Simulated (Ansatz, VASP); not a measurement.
This is a calculation of FePt for VASP 6.6.1.

INCAR

```
ALGO     = Normal         # electronic algorithm
EDIFF    = 1E-6           # SCF threshold, eV
ENCUT    = 520            # plane-wave cutoff, eV
GGA      = PS             # functional
ISIF     = 2              # what is computed and relaxed
ISMEAR   = -1             # smearing method
ISPIN    = 2              # spin polarisation
LASPH    = T              # aspherical terms in the spheres
LCHARG   = F              # write CHGCAR
LMAXMIX  = 4              # l up to which the mixer works
LORBIT   = 11             # projections on sites
LREAL    = F              # projectors in reciprocal space
LWAVE    = F              # write WAVECAR
MAGMOM   = 0 -1.84        # initial moments
NBANDS   = 20             # bands
NELM     = 150            # most SCF steps
PREC     = Accurate       # precision mode
SIGMA    = 0.05           # smearing width, eV
```

The input KPOINTS:

```
k-points
0
Gamma
  10 10 7
```

File POSCAR:

```
FePt
1.0
    2.7235000000      0.0000000000      0.0000000000
    0.0000000000      2.7235000000      0.0000000000
    0.0000000000      0.0000000000      3.7200000000
Pt Fe
1 1
Direct
    0.5000000000      0.5000000000      0.5000000000
    0.0000000000      0.0000000000      0.0000000000
```

Potentials or basis: VASP PAW PBE potentials, release 64 (Pt, Fe).

Launch:

```console
$ cat potpaw_PBE.64/Pt/POTCAR potpaw_PBE.64/Fe/POTCAR > POTCAR
$ mpirun -np 1 vasp_std > vasp.out
```

Translate it to Ansatz 0.2.0. Potentials there: Ansatz PAW.

As run (the cutoff follows the program's own potentials):

The input input.yaml:

```yaml
crystal:
  lattice:
    - [2.7235, 0.0, 0.0]
    - [0.0, 2.7235, 0.0]
    - [0.0, 0.0, 3.72]
  atoms:
    - { symbol: Pt, position: [0.5, 0.5, 0.5] }
    - { symbol: Fe, position: [0.0, 0.0, 0.0], spin: -1.84 }
hamiltonian:
  xc: pbesol
  pseudopotentials: { kind: paw }
magnetization:
  spin_polarized: true
kpoints:
  mp_grid: { grid: [10, 10, 7] }
scf:
  occupations: { method: fermi_dirac, width: 0.05 }
output:
  forces: true
  stress: true
  eigenvalues: true
```

Potentials or basis: Ansatz PAW.

Run with:

```sh
$ ansatz run input.yaml --threads 2 --pin off --max-ram 5632MiB --backend cpu --events-out ev --progress --plain --runs-dir out
```

Both were run:

|  | VASP | Ansatz | Ansatz less VASP |
| --- | --- | --- | --- |
| gap on the k mesh at the Fermi level (eV) | none | none | - |
| pressure (GPa) | -6.5 | -6.0 | +0.46 |
| traceless stress, the component that is largest in VASP (GPa) | 0.66 | 0.58 | -0.080 |
| net moment per atom (μB) | 1.64 | 1.64 | +0.002 |
| size of the moment on the site where the two differ most (μB) | 0.34 | 0.39 | +0.053 |

VASP's potentials were made for PBE, not for PBEsol. Site moments also hang on the region over which each program counts them. A gap of «none» marks a metal or a gap that the smearing closes. VASP's potentials hold 18 valence electrons a cell and Ansatz's 34, so a difference there can come from the potentials and not from the codes.

Neither program's run includes spin-orbit coupling.
